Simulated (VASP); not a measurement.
# CaO in VASP: notebook, part 2 of 2

VASP 6.6.1. The steps go on from the part before.

## Step 3: Single point, r2SCAN

This run uses another cell than the first one, of 17.71 Å³/atom.

POSCAR reads:

```
CaO
1.0
    0.0000000000      2.6067317416      2.6067317416
    2.6067317416      0.0000000000      2.6067317416
    2.6067317416      2.6067317416      0.0000000000
Ca O
1 1
Direct
    0.0000000000      0.0000000000      0.0000000000
    0.2500000000      0.2500000000      0.2500000000
```

INCAR.step1 reads:

```
SYSTEM = CaO
ALGO = Normal ; EDIFF = 1E-4
ENCUT = 520 ; GGA = PE
ISMEAR = 0 ; LASPH = .True.
LCHARG = .False. ; LREAL = .False.
LWAVE = .True. ; NBANDS = 15
NELM = 60 ; PREC = Accurate
SIGMA = 0.01
```

INCAR.step2 reads:

```
SYSTEM = CaO
ALGO = Normal ; EDIFF = 1E-7
ENCUT = 520 ; ISIF = 2
ISMEAR = 0 ; ISTART = 1
LASPH = .True. ; LCHARG = .False.
LMIXTAU = .True. ; LREAL = .False.
LWAVE = .False. ; METAGGA = R2SCAN
NBANDS = 15 ; NELM = 60
PREC = Accurate ; SIGMA = 0.01
```

KPOINTS reads:

```
k-points
0
Gamma
  8 8 8
  0 0 0
```

Potentials or basis: VASP PAW PBE potentials, release 64 (Ca_sv, O).

Run with:

```
$ cat potpaw_PBE.64/Ca_sv/POTCAR potpaw_PBE.64/O/POTCAR > POTCAR
$ cp INCAR.step1 INCAR
$ mpirun -np 1 vasp_std > vasp.out
$ cp INCAR.step2 INCAR
$ mpirun -np 1 vasp_std > vasp.out
```

Run time: 2.3 min. Hardware: 1 thread of Intel Xeon 8259CL, shared host; peak memory 0.17 GiB.

Results (log left out):

* Free energy: -18.9402 eV
* Pressure: 0.9 GPa
* Band gap on the k mesh: 3.73 eV (least direct gap 4.36 eV)

Levels at points of the mesh, in eV from the valence-band top:
```csv
k point,band 4,band 5,band 6,band 7,band 8,band 9,band 10,band 11,band 12,band 13
"(0.00, 0.00, 0.00)",-18.62,-15.75,-0.62,-0.62,-0.62,3.73,8.65,8.65,10.29,10.29
"(0.50, 0.00, 0.00)",-18.67,-15.03,-0.99,-0.36,-0.36,6.58,8.53,8.53,8.82,10.08
"(0.50, 0.50, 0.00)",-18.76,-14.81,-1.42,0.00,0.00,5.34,7.21,9.74,10.04,10.04
```

Caveat: the PAW data sets were made with another functional, which shifts forces and pressure a little.

## Step 4: Single point, PBE (epitaxial xy strain -2.5%)

INCAR reads:

```
ALGO = Normal
EDIFF = 1E-6
ENCUT = 520
GGA = PE
ISIF = 2
ISMEAR = -1
LASPH = True
LCHARG = False
LREAL = False
LWAVE = False
NBANDS = 15
NELM = 60
PREC = Accurate
SIGMA = 0.02
```

KPOINTS reads:

```
k-points
0
Gamma
  8 8 8
```

POSCAR reads:

```
CaO
1.0
    0.0000000000      2.5415634481      2.7051821115
    2.5415634481      0.0000000000      2.7051821115
    2.5415634481      2.5415634481      0.0000000000
Ca O
1 1
Direct
    0.0000000000      0.0000000000      0.0000000000
    0.2500000000      0.2500000000      0.2500000000
```

Run with:

```
$ cat potpaw_PBE.64/Ca_sv/POTCAR potpaw_PBE.64/O/POTCAR > POTCAR
$ mpirun -np 1 vasp_std > vasp.out
```

It took 55 s on 1 thread of Intel Xeon 8259CL, shared host; peak memory 0.18 GiB.

The run converged. Its results:

| Item | Value |
| --- | --- |
| Free energy | -12.4261 eV |
| Pressure | 2.8 GPa |
| Band gap on the k mesh | 3.31 eV (least direct gap 3.98 eV) |

Stress tensor (GPa, compression positive):
```
3.25 0.00 0.00
0.00 3.25 0.00
0.00 0.00 1.96
```

Levels at points of the mesh, in eV from the valence-band top:
| k point | band 6 | band 7 | band 8 | band 9 | band 10 | band 11 |
| --- | --- | --- | --- | --- | --- | --- |
| (0.00, 0.00, 0.00) | -0.74 | -0.68 | -0.68 | 3.31 | 7.70 | 8.18 |
| (0.50, 0.00, 0.00) | -1.07 | -0.51 | -0.36 | 6.12 | 7.81 | 7.90 |
| (0.50, 0.50, 0.00) | -1.55 | 0.00 | 0.00 | 4.76 | 6.49 | 9.03 |
| (0.50, 0.00, 0.50) | -1.51 | -0.12 | -0.08 | 4.98 | 6.60 | 9.04 |

Caveat: the cell differs from its parent crystal (epitaxial xy strain -2.5%). A k mesh can miss the band edges.

## Step 5: Single point, PBE (epitaxial xy strain -1.0%)

INCAR reads:

```
SYSTEM = CaO
PREC = Accurate
ENCUT = 520
EDIFF = 1E-7
ISMEAR = -1
SIGMA = 0.02
LREAL = .FALSE.
LASPH = .TRUE.
NELM = 100
ALGO = Normal
ISIF = 2
LWAVE = .FALSE.
LCHARG = .FALSE.
GGA = PE
NBANDS = 15
```

KPOINTS reads:

```
regular mesh
0
G
  8 8 8
  0 0 0
```

POSCAR reads:

```
CaO
1.0
    0.0000000000      2.5806644242      2.6478721599
    2.5806644242      0.0000000000      2.6478721599
    2.5806644242      2.5806644242      0.0000000000
Ca O
1 1
Direct
    0.0000000000      0.0000000000      0.0000000000
    0.2500000000      0.2500000000      0.2500000000
```

Run with:

```
$ cat potpaw_PBE.64/Ca_sv/POTCAR potpaw_PBE.64/O/POTCAR > POTCAR
$ mpirun -np 1 vasp_std > vasp.out
```

It took 59 s on 1 thread of Intel Xeon 8259CL, shared host; peak memory 0.18 GiB.

Results (log left out):

```yaml
Free_energy: -12.4358 eV
Pressure: 2.2 GPa
Band_gap_on_the_k_mesh: 3.32 eV (least direct gap 3.96 eV)
```

Stress tensor (GPa, compression positive):
```
2.33 0.00 0.00
0.00 2.33 0.00
0.00 0.00 1.90
```

Levels at points of the mesh, in eV from the valence-band top:
```
           k point  band 5  band 6  band 7  band 8  band 9  band 10  band 11  band 12
(0.00, 0.00, 0.00)  -14.82   -0.67   -0.65   -0.65    3.32     7.87     8.06     9.46
(0.50, 0.00, 0.00)  -14.16   -1.02   -0.42   -0.36    6.13     7.85     7.89     8.23
(0.50, 0.50, 0.00)  -13.93   -1.47    0.00    0.00    4.86     6.58     9.02     9.33
(0.50, 0.00, 0.50)  -13.97   -1.46   -0.05   -0.03    4.95     6.63     9.02     9.32
```

Caveat: the cell differs from its parent crystal (epitaxial xy strain -1.0%). A k mesh can miss the band edges.

## Step 6: Single point, PBE (uniaxial z strain +2.0%)

INCAR reads:

```
ALGO     = Normal         # electronic algorithm
EDIFF    = 1E-6           # SCF threshold, eV
ENCUT    = 520            # plane-wave cutoff, eV
GGA      = PE             # functional
ISIF     = 2              # what is computed and relaxed
ISMEAR   = -1             # smearing method
LASPH    = T              # aspherical terms in the spheres
LCHARG   = F              # write CHGCAR
LREAL    = F              # projectors in reciprocal space
LWAVE    = F              # write WAVECAR
NBANDS   = 15             # bands
NELM     = 80             # most SCF steps
PREC     = Accurate       # precision mode
SIGMA    = 0.02           # smearing width, eV
```

KPOINTS reads:

```
k-points
0
Gamma
  8 8 8
```

POSCAR reads:

```
CaO
1.0
    0.0000000000      2.6067317416      2.6588663764
    2.6067317416      0.0000000000      2.6588663764
    2.6067317416      2.6067317416      0.0000000000
Ca O
1 1
Direct
    0.0000000000      0.0000000000      0.0000000000
    0.2500000000      0.2500000000      0.2500000000
```

Potentials or basis: VASP PAW PBE potentials, release 64 (Ca_sv, O).

Run with:

```
$ cat potpaw_PBE.64/Ca_sv/POTCAR potpaw_PBE.64/O/POTCAR > POTCAR
$ mpirun -np 1 vasp_std > vasp.out
```

OUTCAR:

```text
EDIFF = 1E-6
   ENCUT = 520
   GGA = PE
   ISIF = 2
   ISMEAR = -1
   LASPH = T
   LREAL = F
   NELM = 80
   PREC = Accurate

 ion  position               nearest neighbor table
   1  0.000  0.000  0.000-   2 2.27   2 2.27   2 2.27   2 2.27
   2  0.250  0.250  0.250-   1 2.27   1 2.27   1 2.27   1 2.27

  LATTYP: Found a body centered tetragonal cell.
 ALAT       =     3.6864753824
 C/A-ratio  =     1.4424978336

  Lattice vectors:

 A1 = (  -2.6067317416,   0.0000000000,   2.6588663764)
[... 608 lines left out ...]
     10       7.2705      0.00000
     11       8.4071      0.00000
     12       9.1956      0.00000
     13       9.8119      0.00000
     14      10.1873      0.00000
     15      12.6409      0.00000

 [... further k-points ...]
[... 5 lines left out ...]
  --------------------------------------------------------------------------------------
  -------------------------------------------------------------------------------------
  Total        0.0805278      0.0805278     -0.0039302      0.0000000      0.0000000     -0.0000000
  in kB        3.5705688      3.5705688     -0.1742623      0.0000000      0.0000000     -0.0000000
  external PRESSURE =       2.3222918 kB  Pullay stress =       0.0000000 kB

 VOLUME and BASIS-vectors are now :
 -----------------------------------------------------------------------------
  energy-cutoff  :      520.00
  volume of cell :       36.13
      direct lattice vectors                 reciprocal lattice vectors
     0.000000000  2.606731742  2.658866376    -0.191811068  0.191811068  0.188050067
     2.606731742  0.000000000  2.658866376     0.191811068 -0.191811068  0.188050067
     2.606731742  2.606731742  0.000000000     0.191811068  0.191811068 -0.188050067

 POSITION                                       TOTAL-FORCE (eV/Angst)
 -----------------------------------------------------------------------------------
      0.00000      0.00000      0.00000         0.000000      0.000000     -0.000000
      1.30337      1.30337      1.32943        -0.000000     -0.000000      0.000000
 -----------------------------------------------------------------------------------
    total drift:                               -0.000000     -0.000000     -0.000000

  FREE ENERGIE OF THE ION-ELECTRON SYSTEM (eV)
  ---------------------------------------------------
  free  energy   TOTEN  =       -12.4433144580 eV

  energy  without entropy=      -12.4433144580  energy(sigma->0) =      -12.44331446
```

OSZICAR:

```text
N       E                     dE             d eps       ncg     rms          rms(c)
DAV:   1     0.126494058557E+03    0.12649E+03   -0.81110E+03  1770   0.104E+03
DAV:   2    -0.883099320599E+01   -0.13533E+03   -0.12600E+03  2211   0.279E+02
DAV:   3    -0.148527794822E+02   -0.60218E+01   -0.59817E+01  2043   0.611E+01
DAV:   4    -0.150727513416E+02   -0.21997E+00   -0.21983E+00  2706   0.102E+01
DAV:   5    -0.150738911252E+02   -0.11398E-02   -0.11398E-02  2078   0.902E-01    0.971E+00
DAV:   6    -0.125629646320E+02    0.25109E+01   -0.86357E+00  1945   0.252E+01    0.425E+00
DAV:   7    -0.124542277039E+02    0.10874E+00   -0.85627E-01  1943   0.844E+00    0.201E+00
DAV:   8    -0.124423436443E+02    0.11884E-01   -0.13697E-01  2253   0.378E+00    0.470E-01
DAV:   9    -0.124412887904E+02    0.10549E-02   -0.92690E-03  2158   0.847E-01    0.169E-01
DAV:  10    -0.124432085515E+02   -0.19198E-02   -0.15739E-03  1875   0.313E-01    0.558E-02
DAV:  11    -0.124433249511E+02   -0.11640E-03   -0.71512E-04  2121   0.179E-01    0.343E-02
DAV:  12    -0.124433150095E+02    0.99415E-05   -0.82223E-05  2295   0.101E-01    0.611E-03
DAV:  13    -0.124433139584E+02    0.10511E-05   -0.50526E-06  2016   0.285E-02    0.163E-03
DAV:  14    -0.124433144580E+02   -0.49958E-06   -0.11855E-06  1747   0.772E-03
   1 F= -.12443314E+02 E0= -.12443314E+02  d E =-.562134E-12
```

It took 55 s on 1 thread of Intel Xeon 8259CL, shared host; peak memory 0.18 GiB.

Results:

```
Free energy            : -12.4433 eV
Pressure               : 0.2 GPa
Band gap on the k mesh : 3.24 eV (least direct gap 3.84 eV)
```

Stress tensor (GPa, compression positive):
```
 0.36  0.00  0.00
 0.00  0.36  0.00
 0.00  0.00 -0.02
```

Caveat: the cell differs from its parent crystal (uniaxial z strain +2.0%).

## Step 7: Overview

| level | cell | k mesh | smearing | gap on the mesh (eV) | pressure (GPa) |
| --- | --- | --- | --- | --- | --- |
| PBE | a = 3.682 Å, angles 60.4°, 2 atoms | 6 × 6 × 6 | gaussian 0.01 eV | 3.30 | 1.4 |
| r2SCAN | a = 3.686 Å, angles 60.0°, 2 atoms | 8 × 8 × 8 | gaussian 0.01 eV | 3.73 | 0.9 |
| PBE | a = 3.712, b = 3.712, c = 3.594 Å, angles 61.0, 61.0, 57.9°, 2 atoms | 8 × 8 × 8 | fermi-dirac 0.02 eV | 3.31 | 2.8 |
| PBE | a = 3.697, b = 3.697, c = 3.650 Å, angles 60.4, 60.4, 59.1°, 2 atoms | 8 × 8 × 8 | fermi-dirac 0.02 eV | 3.32 | 2.2 |
| PBE | a = 3.724, b = 3.724, c = 3.686 Å, angles 60.3, 60.3, 59.3°, 2 atoms | 8 × 8 × 8 | fermi-dirac 0.02 eV | 3.24 | 0.2 |

Alike in all rows: task single point; potentials or basis VASP PAW PBE potentials, release 64 (Ca_sv, O); no spin polarisation; cutoff (eV) 520.

Caveats: the PAW data sets were made with another functional, which shifts forces and pressure a little (at least some runs).

Total energies depend on the potentials used, so only differences within one code and one set of settings carry meaning.
